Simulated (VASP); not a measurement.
ZrN:

```
Zr N
1.0
     0.00000    2.29427    2.29427
     2.29427    0.00000    2.29427
     2.29427    2.29427    0.00000
Zr N
1 1
Direct
  0.50000 0.50000 0.50000
  0.00000 0.00000 0.00000
```

Program: VASP 6.6.1. Alike in all runs: task single point; potentials or basis VASP PAW PBE potentials, release 64 (Zr_sv, N); cell as given.

Task: Order these runs on this cell by their pressure, lowest first.
A. level RPBE; spin non-collinear, zero start, SOC; k mesh 8 × 8 × 8; cutoff (eV) 600; smearing fermi-dirac 0.1 eV
B. level PBE+U; spin off; U Zr d U = 8.2 eV, J = 0.73 eV; k mesh 8 × 8 × 8; cutoff (eV) 600; smearing gaussian 0.1 eV; LDAUTYPE 1; hund's J 0.73
C. level PBE+U; spin off; U Zr d U = 2.7 eV; k mesh 7 × 7 × 7; cutoff (eV) 600; smearing fermi-dirac 0.051704 eV
D. level r2SCAN; spin off; k mesh 6 × 6 × 6, shifted; cutoff (eV) 660; smearing gaussian 0.1 eV
E. level PBE; spin off; k mesh 4 × 4 × 4, shifted; cutoff (eV) 600; smearing gaussian 0.1 eV

Result: D (-0.1 GPa), E (1.4 GPa), A (5.3 GPa), C (9.3 GPa), B (24.0 GPa).

Caveats: some runs use coarse meshes; the cell stands under pressure (at least some runs); U without spin polarisation on a metal has little footing (at least some runs); the PAW data sets were made with another functional, which shifts forces and pressure a little (at least some runs).
